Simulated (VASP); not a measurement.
Set up this calculation in VASP 6.6.1, as the native input.

```
Task                   : single point
Functional             : PBEsol
Potentials or basis    : VASP PAW PBE potentials, release 64 (Ti_sv)
Cutoff                 : 500 eV
k mesh                 : 18 × 18 × 18
Occupations            : gaussian, width 0.1 eV
Spin                   : no spin polarisation
Dipole correction      : no
Further INCAR settings : ALGO = Normal; EDIFF = 1e-06; NBANDS = 12
```

The structure of Ti lies in POSCAR:

```
Ti
1.0
   -1.6322698800      1.6322698800      1.6322698800
    1.6322698800     -1.6322698800      1.6322698800
    1.6322698800      1.6322698800     -1.6322698800
Ti
1
Direct
    0.0000000000      0.0000000000      0.0000000000
```

This isn't the form of Ti at room conditions, which is hcp.

This cell differs from its parent crystal: strained.

One way to write it, as run:

INCAR

```
SYSTEM = Ti
ALGO     = Normal         ! electronic algorithm
EDIFF    = 1E-6           ! SCF threshold, eV
ENCUT    = 500            ! plane-wave cutoff, eV
GGA      = PS             ! functional
GGA_COMPAT= .FALSE.      
ISIF     = 2              ! what is computed and relaxed
ISMEAR   = 0              ! smearing method
LASPH    = .TRUE.         ! aspherical terms in the spheres
LCHARG   = .FALSE.        ! write CHGCAR
LREAL    = .FALSE.        ! projectors in reciprocal space
LWAVE    = .FALSE.        ! write WAVECAR
NBANDS   = 12             ! bands
NELM     = 120            ! most SCF steps
PREC     = Accurate       ! precision mode
SIGMA    = 0.1            ! smearing width, eV
```

KPOINTS

```
k-points
0
G
  18 18 18
  0 0 0
```

Potentials or basis: VASP PAW PBE potentials, release 64 (Ti_sv).

Run with:

```sh
$ cat potpaw_PBE.64/Ti_sv/POTCAR > POTCAR
$ mpirun -np 1 vasp_std > vasp.out
```

Results of the run:

```
Pressure               : -5.5 GPa
Band gap on the k mesh : zero (bands 6 and 7 overlap by 1.58 eV)
```

Caveat: the cell differs from its parent crystal (strained); the cell stands under tension; the PAW data sets were made with another functional, which shifts forces and pressure a little.

Wall time 44 s on 1 thread of Intel Xeon 8259CL (shared host), peak memory 0.17 GiB.
